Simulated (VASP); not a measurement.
Ti: electric field gradients with LDA

Ti:

```
Ti
1.0
     0.00000    2.04344    2.04344
     2.04344    0.00000    2.04344
     2.04344    2.04344    0.00000
Ti
1
Cartesian
  0.0000 0.0000 0.0000
```

This isn't the form of Ti at room conditions, which is hcp.

```yaml
Program: VASP 6.6.1
Task: electric field gradients
Functional: LDA
Potentials_or_basis: VASP PAW LDA potentials, release 64 (Ti_sv)
Cutoff: 400 eV
k_mesh: 15 × 15 × 15
Occupations: fermi-dirac, width 0.05 eV
Spin: no spin polarisation
Dipole_correction: no
Further_INCAR_settings: ALGO = Normal; EDIFF = 1e-08; NBANDS = 12
```

| Quantity | Value |
| --- | --- |
| Pressure | -7.7 GPa |
| Band gap on the k mesh | zero (bands 6 and 7 overlap by 1.13 eV) |
| Largest electric field gradient by atom | zero within the noise of the run |

Levels at points of the mesh, in eV from the Fermi level:
| k point | band 4 | band 5 | band 6 | band 7 | band 8 | band 9 |
| --- | --- | --- | --- | --- | --- | --- |
| (0.00, 0.00, 0.00) | -32.21 | -6.04 | 0.85 | 0.85 | 0.85 | 2.49 |

Run time: 17 s on 1 thread of Intel(R) Xeon(R) Platinum 8259CL CPU @ 2.50GHz (Skylake/Cascade Lake), on a shared host, peak memory 0.12 GiB.

Caveat: the cell stands under tension.
